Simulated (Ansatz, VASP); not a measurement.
Hg: VASP beside Ansatz

File INCAR:

```
SYSTEM = Hg
PREC = Accurate ; ENCUT = 520
EDIFF = 1E-7 ; ISMEAR = 0
SIGMA = 0.05 ; LREAL = .False.
LASPH = .True. ; NELM = 60
ALGO = Normal ; ISIF = 2
LWAVE = .False. ; LCHARG = .False.
GGA = PE ; NBANDS = 12
```

KPOINTS

```
Automatic mesh
0
Gamma
  16 16 16
  0 0 0
```

The input POSCAR:

```
Hg
1.0
   -1.7913577498      1.7913577498      1.7913577498
    1.7913577498     -1.7913577498      1.7913577498
    1.7913577498      1.7913577498     -1.7913577498
Hg
1
Direct
    0.0000000000      0.0000000000      0.0000000000
```

Input for Ansatz:

```yaml
crystal:
  lattice:
    - [-1.7913577498, 1.7913577498, 1.7913577498]
    - [1.7913577498, -1.7913577498, 1.7913577498]
    - [1.7913577498, 1.7913577498, -1.7913577498]
  atoms:
    - { symbol: Hg, position: [0.0, 0.0, 0.0] }
basis:
  ecutwfc: 420
  ecutrho_ratio: 4
kpoints:
  mp_grid: { grid: [16, 16, 16] }
hamiltonian:
  xc: pbe
scf:
  occupations: { method: gaussian, width: 0.05 }
output:
  forces: true
  stress: true
  eigenvalues: true
```

Alike in both runs: task single point; functional PBE; k mesh 16 × 16 × 16; occupations gaussian, width 0.05 eV; no spin polarisation.

|  | VASP | Ansatz |
| --- | --- | --- |
| version | VASP 6.6.1 | Ansatz 0.2.0 |
| potentials or method | VASP PAW PBE potentials, release 64 (Hg), cutoff 520 eV | scalar-relativistic, plane waves, PAW |
| valence electrons in the cell | 12 | 20 |

Ansatz gave:

* gap on the k mesh at the Fermi level (eV): none
* pressure (GPa): 6.9

**Question.** Estimate VASP's values.

**Answer.** gap on the k mesh at the Fermi level (eV): none; pressure (GPa): 7.3.

A gap of «none» marks a metal or a gap that the smearing closes. VASP's potentials hold 12 valence electrons a cell and Ansatz's 20, so a difference there can come from the potentials and not from the codes.

Neither program's run includes spin-orbit coupling.
